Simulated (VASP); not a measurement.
# TlAu (L10 type) (P4/mmm) in VASP: relaxation of cell and atoms with PBEsol

Aim: the relaxation of cell and atoms of TlAu (L10 type) with PBEsol.

Program: VASP 6.6.1. These are calculated values, not measurements. Logs are shortened: lines on timing, memory, paths and dates and some standing lists are left out, and cuts for length are marked.

## (1) The cell of the first run

It takes space group P4/mmm (No. 123, tetragonal). Conventional cell: a = 3.260 Å, b = 3.260 Å, c = 4.433 Å, α = 90.00°, β = 90.00°, γ = 90.00°. Within 4.2 Å of Au (site symmetry 4/mmm) lie 8 Tl at 3.20 Å and 4 Au at 3.26 Å. Within 4.2 Å of Tl (site symmetry 4/mmm) lie 8 Au at 3.20 Å and 4 Tl at 3.26 Å.

## (2) Relaxation of cell and atoms, PBEsol

INCAR reads:

```
PREC     = Accurate       # precision mode
ENCUT    = 600            # plane-wave cutoff, eV
EDIFF    = 1E-6           # SCF threshold, eV
ISMEAR   = -1             # smearing method
SIGMA    = 0.05           # smearing width, eV
LREAL    = F              # projectors in reciprocal space
LASPH    = T              # aspherical terms in the spheres
NELM     = 100            # most SCF steps
ALGO     = Normal         # electronic algorithm
ISIF     = 3              # what is computed and relaxed
LWAVE    = F              # write WAVECAR
LCHARG   = F              # write CHGCAR
GGA      = PS             # functional
IBRION   = 2              # ionic algorithm
NSW      = 100            # ionic steps
EDIFFG   = -0.005         # ionic threshold
```

KPOINTS reads:

```
regular mesh
0
Gamma
  10 10 8
```

POSCAR reads:

```
TlAu
1.0
    3.2595077147      0.0000000000      0.0000000000
    0.0000000000      3.2595077147      0.0000000000
    0.0000000000      0.0000000000      4.4329304920
Au Tl
1 1
Direct
    0.0000000000      0.0000000000      0.0000000000
    0.5000000000      0.5000000000      0.5000000000
```

Potentials or basis: VASP PAW PBE potentials, release 64 (Au, Tl_d).

Launch:

```console
$ cat potpaw_PBE.64/Au/POTCAR potpaw_PBE.64/Tl_d/POTCAR > POTCAR
$ mpirun -np 1 vasp_std > vasp.out
```

OUTCAR:

```text
PREC = Accurate
   ENCUT = 600
   EDIFF = 1E-6
   ISMEAR = -1
   LREAL = F
   LASPH = T
   NELM = 100
   ISIF = 3
   GGA = PS
   IBRION = 2
   NSW = 100
   EDIFFG = -0.005

 ion  position               nearest neighbor table
   1  0.000  0.000  0.000-   2 3.20   2 3.20   2 3.20   2 3.20   2 3.20   2 3.20   2 3.20   2 3.20

   2  0.500  0.500  0.500-   1 3.20   1 3.20   1 3.20   1 3.20   1 3.20   1 3.20   1 3.20   1 3.20

  LATTYP: Found a simple tetragonal cell.
 ALAT       =     3.2595077147
 C/A-ratio  =     1.3600000000

  Lattice vectors:

 A1 = (   3.2595077147,   0.0000000000,   0.0000000000)
 A2 = (   0.0000000000,   3.2595077147,   0.0000000000)
 A3 = (   0.0000000000,   0.0000000000,   4.4329304920)

Analysis of symmetry for initial positions (statically):
=====================================================================
 Subroutine PRICEL returns:
 Original cell was already a primitive cell.

 Routine SETGRP: Setting up the symmetry group for a
 simple tetragonal supercell.

 Subroutine GETGRP returns: Found 16 space group operations
 (whereof 16 operations were pure point group operations)
 out of a pool of 16 trial point group operations.

The static configuration has the point symmetry D_4h.

Analysis of symmetry for dynamics (positions and initial velocities):
=====================================================================
 Subroutine PRICEL returns:
 Original cell was already a primitive cell.

 Routine SETGRP: Setting up the symmetry group for a
 simple tetragonal supercell.

 Subroutine GETGRP returns: Found 16 space group operations
 (whereof 16 operations were pure point group operations)
 out of a pool of 16 trial point group operations.

The dynamic configuration has the point symmetry D_4h.

 Subroutine INISYM returns: Found 16 space group operations
 (whereof 16 operations are pure point group operations),
 and found     1 'primitive' translations

----------------------------------------------------------------------------------------

                                     Primitive cell

  volume of cell :      47.0972

  direct lattice vectors                    reciprocal lattice vectors
     3.259507715  0.000000000  0.000000000     0.306794795  0.000000000  0.000000000
     0.000000000  3.259507715  0.000000000     0.000000000  0.306794795  0.000000000
     0.000000000  0.000000000  4.432930492     0.000000000  0.000000000  0.225584408

  length of vectors
     3.259507715  3.259507715  4.432930492     0.306794795  0.306794795  0.225584408

  position of ions in fractional coordinates (direct lattice)
     0.000000000  0.000000000  0.000000000
     0.500000000  0.500000000  0.500000000

  ion indices of the primitive-cell ions
   primitive index   ion index
                 1           1
                 2           2

----------------------------------------------------------------------------------------

 KPOINTS: regular mesh

Automatic generation of k-mesh.
 Grid dimensions read from file:
 generate k-points for:   10   10    8

 Generating k-lattice:

  Cartesian coordinates                     Fractional coordinates (reciprocal lattice)
     0.030679479  0.000000000  0.000000000     0.100000000  0.000000000  0.000000000
     0.000000000  0.030679479  0.000000000     0.000000000  0.100000000  0.000000000
     0.000000000  0.000000000  0.028198051     0.000000000  0.000000000  0.125000000

  Length of vectors
     0.030679479  0.030679479  0.028198051

  Shift w.r.t. Gamma in fractional coordinates (k-lattice)
     0.000000000  0.000000000  0.000000000

 Subroutine IBZKPT returns following result:
 ===========================================

 Found    105 irreducible k-points:

 Following reciprocal coordinates:
            Coordinates               Weight
  0.000000  0.000000  0.000000      1.000000
  0.100000  0.000000  0.000000      4.000000
  0.200000  0.000000  0.000000      4.000000
  0.300000  0.000000  0.000000      4.000000
  0.400000  0.000000  0.000000      4.000000
  0.500000  0.000000  0.000000      2.000000
[... 16 lines left out ...]
  0.100000  0.000000  0.125000      8.000000
  0.200000  0.000000  0.125000      8.000000
 [... further k-points ...]
   k-points           NKPTS =    105   k-points in BZ     NKDIM =    105   number of bands    NBANDS=     16
   number of dos      NEDOS =    301   number of ions     NIONS =      2
   total plane-waves  NPLWV =  28224
   dimension x,y,z NGX =    28 NGY =   28 NGZ =   36
   dimension x,y,z NGXF=    56 NGYF=   56 NGZF=   72
   ions per type =               1   1
   NGX,Y,Z   is equivalent  to a cutoff of  14.28, 14.28, 13.50 a.u.
   NGXF,Y,Z  is equivalent  to a cutoff of  28.56, 28.56, 27.00 a.u.
 SYSTEM =  unknown system
   PREC   = accura    normal or accurate (medium, high low for compatibility)
   ISTART =      0    job   : 0-new  1-cont  2-samecut
   ICHARG =      2    charge: 1-file 2-atom 10-const
   ISPIN  =      1    spin polarized calculation?
   LNONCOLLINEAR =      F non collinear calculations
   LSORBIT =      F    spin-orbit coupling
   LASPH  =      T    aspherical Exc in radial PAW
   ENCUT  =  600.0 eV  44.10 Ry    6.64 a.u.   6.51  6.51  8.85*2*pi/ulx,y,z
   NELM   =    100;   NELMIN=  2; NELMDL= -5     # of ELM steps
   EDIFF  = 0.1E-05   stopping-criterion for ELM
   LREAL  =      F    real-space projection
   EDIFFG = -.5E-02   stopping-criterion for IOM
   NSW    =    100    number of steps for IOM
   IBRION =      2    ionic relax: 0-MD 1-quasi-New 2-CG
   NFREE  =      1    steps in history (QN), initial steepest desc. (CG)
   ISIF   =      3    stress and relaxation
   ISYM   =      2    0-nonsym 1-usesym 2-fastsym
   POTIM  = 0.5000    time-step for ionic-motion
   TEBEG  =    0.0;   TEEND  =   0.0 temperature during run
   PSTRESS=    0.0 pullay stress
   NELECT =      24.0000    total number of electrons
   NUPDOWN=      -1.0000    fix difference up-down
   EMIN   =  10.00;   EMAX   =-10.00  energy-range for DOS
   EFERMI =   0.00;   METHOD = LEGACY
   ISMEAR =    -1;   SIGMA  =   0.05  broadening in eV -4-tet -1-fermi 0-gaus
   EFERMI_NEDOS =   21; number of points for ismear=-14 and -15
   IALGO  =     38    algorithm
   IMIX   =      4    mixing-type and parameters
     AMIX     =   0.40;   BMIX     =  1.00
     AMIX_MAG =   1.60;   BMIX_MAG =  1.00
  volume/ion in A,a.u.               =      23.55       158.91
  Fermi-wavevector in a.u.,A,eV,Ry     =   1.307616  2.471036 23.264056  1.709860
  Thomas-Fermi vector in A             =   2.438339
   LORBIT       =      0    0 simple, 1 ext, 2 COOP (PROOUT), +10 PAW based schemes
   GGA     = PS    functional components
   LHFCALC =     F    Hartree Fock is set to
   AEXX    =    0.0000 exact exchange contribution
   IVDW    =     0    specifies the selected vdW correction
   LEPSILON=     F    determine dielectric tensor
   LRPA    =     F    only Hartree local field effects (RPA)
 conjugate gradient relaxation of ions
 non-spin polarized calculation
  energy-cutoff  :      600.00
  volume of cell :       47.10
 maximum number of plane-waves:      1598
 NGX is ok and might be reduce to    28
   NGX = 13   NGY = 13   NGZ = 17

--------------------------------------- Ionic step        1  -------------------------------------------

 number of electron      23.9999994 magnetization

 Free energy of the ion-electron system (eV)
  ---------------------------------------------------
  ext. energy  EPLUGINS =         0.00000000
  ---------------------------------------------------
  free energy    TOTEN  =        -6.25330887 eV

  energy without entropy =       -6.24621252  energy(sigma->0) =       -6.24976070

------------------------ aborting loop because EDIFF is reached ----------------------------------------

  FORCE on cell =-STRESS in cart. coord.  units (eV):
  Direction    XX          YY          ZZ          XY          YZ          ZX
  --------------------------------------------------------------------------------------
  -------------------------------------------------------------------------------------
  Total       -0.8349459     -0.8349459     -1.7171236      0.0000000      0.0000000      0.0000000
  in kB      -28.4036394    -28.4036394    -58.4140346      0.0000000      0.0000000      0.0000000
  external PRESSURE =     -38.4071045 kB  Pullay stress =       0.0000000 kB
[... 89 lines left out ...]
  FREE ENERGIE OF THE ION-ELECTRON SYSTEM (eV)
  ---------------------------------------------------
  free  energy   TOTEN  =        -6.3089627455 eV

  energy  without entropy=       -6.3022423869  energy(sigma->0) =       -6.30560257

[... ionic steps 4 to 18 ...]

--------------------------------------- Ionic step       19  -------------------------------------------

 number of electron      24.0000009 magnetization

------------------------ aborting loop because EDIFF is reached ----------------------------------------

  FORCE on cell =-STRESS in cart. coord.  units (eV):
  Direction    XX          YY          ZZ          XY          YZ          ZX
  --------------------------------------------------------------------------------------
  -------------------------------------------------------------------------------------
  Total        0.0084317      0.0084317      0.0338421      0.0000000     -0.0000000      0.0000000
  in kB        0.3076530      0.3076530      1.2348139      0.0000000     -0.0000000      0.0000000
  external PRESSURE =       0.6167067 kB  Pullay stress =       0.0000000 kB
[... 57 lines left out ...]
  energy  without entropy=       -6.3533701230  energy(sigma->0) =       -6.35629272

--------------------------------------- Ionic step       21  -------------------------------------------

 number of electron      24.0000009 magnetization

 Free energy of the ion-electron system (eV)
  ---------------------------------------------------
  ext. energy  EPLUGINS =         0.00000000
  ---------------------------------------------------
  free energy    TOTEN  =        -6.35922170 eV

  energy without entropy =       -6.35332875  energy(sigma->0) =       -6.35627523

 E-fermi :   7.7591     XC(G=0): -11.5688

 val. band max:        7.7172938516   @ k =   0.4000   0.3000   0.0000
 cond. band min:       7.7594679900   @ k =   0.2000   0.1000   0.2500
 fundamental gap:      0.0421741384
 Fermi energy:         7.7590708134

 k-point     1 :       0.0000    0.0000    0.0000
  band No.  band energies     occupation
      1      -4.1552      2.00000
      2      -3.7927      2.00000
      3      -3.5020      2.00000
      4      -3.3299      2.00000
      5      -3.3299      2.00000
      6      -2.4536      2.00000
[... 8 lines left out ...]
     15      14.0278      0.00000
     16      17.0151      0.00000
[... 420 lines left out ...]
  band No.  band energies     occupation
      1      -3.9944      2.00000
      2      -3.6915      2.00000
      3      -3.5129      2.00000
      4      -3.4269      2.00000
      5      -3.3789      2.00000
      6      -1.6800      2.00000
[... 8 lines left out ...]
     15      14.6031      0.00000
     16      18.5932      0.00000

 [... further k-points ...]

------------------------ aborting loop because EDIFF is reached ----------------------------------------

  FORCE on cell =-STRESS in cart. coord.  units (eV):
  Direction    XX          YY          ZZ          XY          YZ          ZX
  --------------------------------------------------------------------------------------
  -------------------------------------------------------------------------------------
  Total       -0.0058390     -0.0058390     -0.0097616      0.0000000     -0.0000000     -0.0000000
  in kB       -0.2127554     -0.2127554     -0.3556826      0.0000000     -0.0000000     -0.0000000
  external PRESSURE =      -0.2603978 kB  Pullay stress =       0.0000000 kB
[... 17 lines left out ...]
  FREE ENERGIE OF THE ION-ELECTRON SYSTEM (eV)
  ---------------------------------------------------
  free  energy   TOTEN  =        -6.3592217026 eV

  energy  without entropy=       -6.3533287481  energy(sigma->0) =       -6.35627523

 reached required accuracy - stopping structural energy minimisation
```

Wall time 25 min (1 thread of AMD EPYC 7R13, shared host); peak memory 0.25 GiB.

What came out:

- Free energy: -6.3592 eV
- Relaxed volume: 21.99 Å³/atom
- Relaxed cell: a = 3.725 Å, b = 3.725 Å, c = 3.168 Å, α = 90.00°, β = 90.00°, γ = 90.00°
- Space group after relaxing (to 0.1 Å): P4/mmm (No. 123)
- Energy gained by relaxing: 53.0 meV/atom
- Ionic steps: 21
- Pressure after relaxing: 0.0 GPa
- Band gap on the k mesh: zero (bands 12 and 13 overlap by 3.70 eV)

Step by step:
| step | energy change (eV) | largest force (eV/Å) | pressure (GPa) | volume (Å³) |
| --- | --- | --- | --- | --- |
| 1 | 0.0000 | 0.0000 | -3.84 | 47.10 |
| 2 | -0.0556 | 0.0000 | 0.60 | 43.35 |
| 3 | -0.0557 | 0.0000 | 0.48 | 43.43 |
| 4 | -0.0648 | 0.0000 | 0.40 | 43.49 |
| 5 | -0.0874 | 0.0000 | 0.24 | 43.62 |
| 6 | -0.1168 | 0.0000 | 0.72 | 43.56 |
| 7 | -0.0871 | 0.0000 | 3.26 | 42.09 |
| 8 | -0.0922 | 0.0000 | 2.34 | 42.61 |
| 9 | -0.0934 | 0.0000 | 1.83 | 42.92 |
| 10 | -0.0944 | 0.0000 | 0.87 | 43.53 |
| 11 | -0.0943 | 0.0000 | 0.75 | 43.62 |
| 12 | -0.0954 | 0.0000 | 0.70 | 43.65 |
| 13 | -0.0992 | 0.0000 | 0.59 | 43.71 |
| 14 | -0.1057 | 0.0000 | 0.24 | 43.82 |
| 15 | -0.1058 | 0.0000 | 0.16 | 43.85 |
| 16 | -0.1059 | 0.0000 | 0.15 | 43.84 |
| 17 | -0.1059 | 0.0000 | 0.17 | 43.83 |
| 18 | -0.1059 | 0.0000 | 0.04 | 43.94 |
| 19 | -0.1059 | 0.0000 | 0.06 | 43.91 |
| 20 | -0.1059 | 0.0000 | 0.04 | 43.93 |
| 21 | -0.1059 | 0.0000 | -0.03 | 43.97 |

Final structure:
```cif
data_structure
_symmetry_space_group_name_H-M 'P 1'
_symmetry_Int_Tables_number 1
_cell_length_a 3.7253
_cell_length_b 3.7253
_cell_length_c 3.1684
_cell_angle_alpha 90.000
_cell_angle_beta 90.000
_cell_angle_gamma 90.000
_cell_volume 43.97
loop_
_atom_site_label
_atom_site_type_symbol
_atom_site_fract_x
_atom_site_fract_y
_atom_site_fract_z
_atom_site_occupancy
Au1 Au 0.00000 0.00000 0.00000 1
Tl1 Tl 0.50000 0.50000 0.50000 1
```

Levels at points of the mesh, in eV from the Fermi level:
```tsv
k point	band 9	band 10	band 11	band 12	band 13	band 14	band 15	band 16
(0.00, 0.00, 0.00)	-3.54	-3.25	-3.25	2.12	2.12	2.78	6.27	9.26
(0.50, 0.00, 0.00)	-4.34	-3.64	-3.33	-3.06	6.65	7.02	7.54	8.18
(0.50, 0.50, 0.00)	-3.37	-3.28	-2.49	-2.49	-1.45	-1.16	10.32	11.74
(0.00, 0.00, 0.50)	-4.40	-4.33	-3.66	-1.64	6.65	6.67	7.89	7.89
(0.50, 0.00, 0.50)	-3.62	-2.92	-2.11	-1.52	-1.01	0.48	7.35	8.85
(0.50, 0.50, 0.50)	-3.19	-2.82	-2.80	1.38	2.36	3.02	3.66	3.66
```

Caveat: a cell axis changed by over 15 % at a fixed basis, so the end point is rough; the PAW data sets were made with another functional, which shifts forces and pressure a little; spin-orbit coupling is left out, which moves the levels of the heavy elements.

The gap in the log of VASP goes by the Fermi energy; the results here count the filled bands.